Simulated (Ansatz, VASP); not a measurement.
# One calculation of MgS, two programs

```
Mg S
1.0
     3.48307    0.00000    0.00000
     0.00000    3.48307    0.00000
     0.00000    0.00000   31.36000
Mg S
2 2
Direct
  0.00000 0.00000 0.21911
  0.00000 0.00000 0.35487
  0.50000 0.50000 0.21943
  0.50000 0.50000 0.35455
```

Alike in both runs: functional PBE; dispersion D3(BJ); k mesh 6 × 6 × 1; occupations gaussian, width 0.1 eV; no spin polarisation.

Ansatz relaxed the structure, and its values are those at the end. VASP's run is a single point on that final structure, the one shown.

|  | VASP | Ansatz |
| --- | --- | --- |
| version | VASP 6.6.1 | Ansatz 0.2.0 |
| potentials or method | VASP PAW PBE potentials, release 64 (Mg, S), cutoff 520 eV | scalar-relativistic, plane waves, PAW |
| valence electrons in the cell | 16 | 32 |

VASP gave:

* gap on the k mesh at the Fermi level (eV): 2.14
* least direct gap on the mesh (eV): 2.14
* rms of the force components (eV/Å): 0.004

What did Ansatz give for the same quantities?

gap on the k mesh at the Fermi level (eV): 2.15; least direct gap on the mesh (eV): 2.15; rms of the force components (eV/Å): 0.004.

VASP's potentials hold 16 valence electrons a cell and Ansatz's 32, so a difference there can come from the potentials and not from the codes. Ansatz's warnings: slab cell height set.
